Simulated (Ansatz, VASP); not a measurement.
Two plane-wave programs on Rh

POSCAR

```
Rh
1.0
    2.6940693954      0.0000000000      0.0000000000
   -1.3470346977      2.3331325361      0.0000000000
    0.0000000000      0.0000000000      4.3686372171
Rh
2
Direct
    0.3333333333      0.6666666667      0.2500000000
    0.6666666667      0.3333333333      0.7500000000
```

File INCAR.step1:

```
PREC = Accurate
ENCUT = 580
ISMEAR = -1
SIGMA = 0.05
LREAL = F
LASPH = T
NELM = 120
NBANDS = 24
GGA = PE
ALGO = Normal
EDIFF = 1E-5
LWAVE = T
LCHARG = F
GGA_COMPAT = F
```

File INCAR.step2:

```
PREC = Accurate
ENCUT = 580
EDIFF = 1E-6
ISMEAR = -1
SIGMA = 0.05
LREAL = F
LASPH = T
NELM = 120
ALGO = Normal
ISIF = 2
LWAVE = F
LCHARG = F
METAGGA = R2SCAN
LMIXTAU = T
NBANDS = 24
ISTART = 1
GGA_COMPAT = F
```

KPOINTS

```
regular mesh
0
Gamma
  11 11 6
```

File input.yaml:

```yaml
crystal:
  lattice:
    - [2.6940693954, 0.0, 0.0]
    - [-1.3470346977, 2.3331325361, 0.0]
    - [0.0, 0.0, 4.3686372171]
  atoms:
    - { symbol: Rh, position: [0.3333333333, 0.6666666667, 0.25] }
    - { symbol: Rh, position: [0.6666666667, 0.3333333333, 0.75] }
hamiltonian:
  xc: r2scan
  pseudopotentials: { kind: paw }
kpoints:
  mp_grid: { grid: [11, 11, 6] }
scf:
  occupations: { method: fermi_dirac, width: 0.05 }
output:
  forces: true
  stress: true
  eigenvalues: true
```

Alike in both runs: task single point; functional r2SCAN; k mesh 11 × 11 × 6; occupations fermi-dirac, width 0.05 eV; no spin polarisation.

|  | VASP | Ansatz |
| --- | --- | --- |
| version | VASP 6.6.1 | Ansatz 0.2.0 |
| potentials or method | VASP PAW PBE potentials, release 64 (Rh_sv_GW) | Ansatz PAW |
| plane-wave cutoff (eV) | 580 | 500 |
| valence electrons in the cell | 34 | 34 |

```tsv
	VASP	Ansatz	Ansatz less VASP
gap on the k mesh at the Fermi level (eV)	none	none	-
pressure (GPa)	-0.9	0.7	+1.60
traceless stress, the component that is largest in VASP (GPa)	-0.88	-0.87	+0.011
```

VASP's potentials were made for PBE, not for r2SCAN. A gap of «none» marks a metal or a gap that the smearing closes. With one functional, cell and mesh, what is left measures potentials, basis and numerics.
